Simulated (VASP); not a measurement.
## TaN: single point with PBEsol

TaN:

```
Ta N
1.0
     2.91278    0.00000    0.00000
    -1.45639    2.52255    0.00000
     0.00000    0.00000    2.86179
Ta N
1 1
Direct
  0.00000 0.00000 0.50000
  0.66667 0.33333 0.00000
```

| Property | Result |
| --- | --- |
| Program | VASP 6.6.1 |
| Task | single point |
| Functional | PBEsol |
| Potentials or basis | VASP PAW PBE potentials, release 64 (Ta_pv, N) |
| Cutoff | 520 eV |
| k mesh | 18 × 18 × 16 |
| Occupations | fermi-dirac, width 0.05 eV |
| Spin | no spin polarisation |

```json
{
 "Pressure": "4.9 GPa",
 "Band gap on the k mesh": "zero (bands 8 and 9 overlap by 0.44 eV)"
}
```

Stress tensor (GPa, compression positive):
```
4.83 0.00 0.00
0.00 4.83 0.00
0.00 0.00 5.04
```

Levels at points of the mesh, in eV from the Fermi level:
| k point | band 4 | band 5 | band 6 | band 7 | band 8 | band 9 | band 10 | band 11 | band 12 | band 13 |
| --- | --- | --- | --- | --- | --- | --- | --- | --- | --- | --- |
| (0.00, 0.00, 0.00) | -17.89 | -4.63 | -4.63 | -4.31 | -2.91 | 2.45 | 3.74 | 3.74 | 4.16 | 4.16 |
| (0.50, 0.00, 0.00) | -15.46 | -8.41 | -5.30 | -3.57 | -3.17 | 3.12 | 4.24 | 5.38 | 5.53 | 7.69 |
| (0.00, 0.00, 0.50) | -15.06 | -9.50 | -3.79 | -3.79 | -0.08 | -0.08 | 2.53 | 3.42 | 3.42 | 8.40 |
| (0.50, 0.00, 0.50) | -15.83 | -7.45 | -6.26 | -5.79 | -0.27 | 4.37 | 5.60 | 6.32 | 7.36 | 10.53 |

Run time: 81 s on 1 thread of Intel Xeon 8259CL, with other jobs on the host, peak memory 0.23 GiB.

Caveat: the cell stands under pressure; the PAW data sets were made with another functional, which shifts forces and pressure a little; spin-orbit coupling is left out, which moves the levels of the heavy elements.
